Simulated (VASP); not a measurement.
A run of VASP 6.6.1 is set up as follows.

Contents of INCAR:

```
SYSTEM = MgC
ALGO     = Normal         ! electronic algorithm
EDIFF    = 1E-6           ! SCF threshold, eV
EDIFFG   = -0.04          ! ionic threshold
ENCUT    = 600            ! plane-wave cutoff, eV
GGA      = PE             ! functional
IBRION   = 2              ! ionic algorithm
ISIF     = 3              ! what is computed and relaxed
ISMEAR   = 0              ! smearing method
LASPH    = .TRUE.         ! aspherical terms in the spheres
LCHARG   = .FALSE.        ! write CHGCAR
LREAL    = .FALSE.        ! projectors in reciprocal space
LWAVE    = .FALSE.        ! write WAVECAR
NELM     = 80             ! most SCF steps
NSW      = 90             ! ionic steps
PREC     = Accurate       ! precision mode
SIGMA    = 0.1            ! smearing width, eV
```

File KPOINTS:

```
k-points
0
G
  6 6 6
  0 0 0
```

File POSCAR:

```
MgC
1.0
    1.6999846769     -4.4854325427      0.0000000000
    1.6999846769      4.4854325427      0.0000000000
    0.0000000000      0.0000000000      3.3769965879
Mg C
2 2
Direct
    0.8540000000      0.1460000000      0.7500000000
    0.1460000000      0.8540000000      0.2500000000
    0.5500000000      0.4500000000      0.7500000000
    0.4500000000      0.5500000000      0.2500000000
```

Potentials or basis: VASP PAW PBE potentials, release 64 (Mg, C).

The run is started by

```bash
$ cat potpaw_PBE.64/Mg/POTCAR potpaw_PBE.64/C/POTCAR > POTCAR
$ mpirun -np 1 vasp_std > vasp.out
```

Q: Predict the space group after relaxing (to 0.1 Å).

A: Cmcm (No. 63).

Q: What does it give for the band gap on the k mesh?

A: Zero (bands 6 and 7 overlap by 0.12 eV).

Q: Estimate the relaxed volume.

A: 10.32 Å³/atom.

Forces on the atoms (eV/Å):
```
Mg   0.000  0.011  0.000
Mg   0.000 -0.011  0.000
C    0.000 -0.012  0.000
C    0.000  0.012  0.000
```

Caveat: the volume moved by over 15 % at a fixed basis, so the end points are rough.
